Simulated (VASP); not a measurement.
## MgO: relaxation of the atoms with PBE

System: MgO, a slab with vacuum.

```
Mg O
1.0
     3.00859    0.00000    0.00000
     0.00000    3.00859    0.00000
     0.00000    0.00000   18.25479
Mg O
3 3
Direct
  0.50000 0.50000 0.38346
  0.00000 0.00000 0.50000
  0.50000 0.50000 0.61654
  0.00000 0.00000 0.38346
  0.50000 0.50000 0.50000
  0.00000 0.00000 0.61654
```

- Program: VASP 6.6.1
- Task: relaxation of the atoms
- Functional: PBE
- Potentials or basis: VASP PAW PBE potentials, release 64 (Mg, O)
- Cutoff: 520 eV
- k mesh: 9 × 9 × 1
- Occupations: gaussian, width 0.05 eV
- Spin: no spin polarisation
- Dipole correction: yes
- Atoms held fixed (from 0): [0, 3]
- Further INCAR settings: ALGO = Normal; EDIFF = 1e-06; IBRION = 2; EDIFFG = -0.03; NSW = 70

```yaml
Energy_gained_by_relaxing: 2.0 meV/atom
Ionic_steps: 4
Band_gap_on_the_k_mesh: 3.23 eV
```

The path:
| step | energy change (eV) | largest force on free atoms (eV/Å) | pressure (GPa) |
| --- | --- | --- | --- |
| 1 | 0.0000 | 0.4732 | -2.69 |
| 2 | -0.0113 | 0.0905 | -2.67 |
| 3 | -0.0114 | 0.1007 | -2.66 |
| 4 | -0.0118 | 0.0162 | -2.67 |

Final structure:
```
Mg O
1.0
     3.00859    0.00000    0.00000
     0.00000    3.00859    0.00000
     0.00000    0.00000   18.25479
Mg O
3 3
Direct
  0.50000 0.50000 0.38346
  0.00000 0.00000 0.50025
  0.50000 0.50000 0.61507
  0.00000 0.00000 0.38346
  0.50000 0.50000 0.49973
  0.00000 0.00000 0.61788
```

Levels at points of the mesh, in eV from the valence-band top:
```tsv
k point	band 9	band 10	band 11	band 12	band 13	band 14	band 15	band 16
(0.00, 0.00, 0.00)	-0.38	-0.38	0.00	0.00	3.23	3.90	5.05	6.14
```

Run time: 120 s on 1 thread of Intel(R) Xeon(R) Platinum 8488C (Sapphire Rapids), with other jobs on the host, peak memory 0.28 GiB.
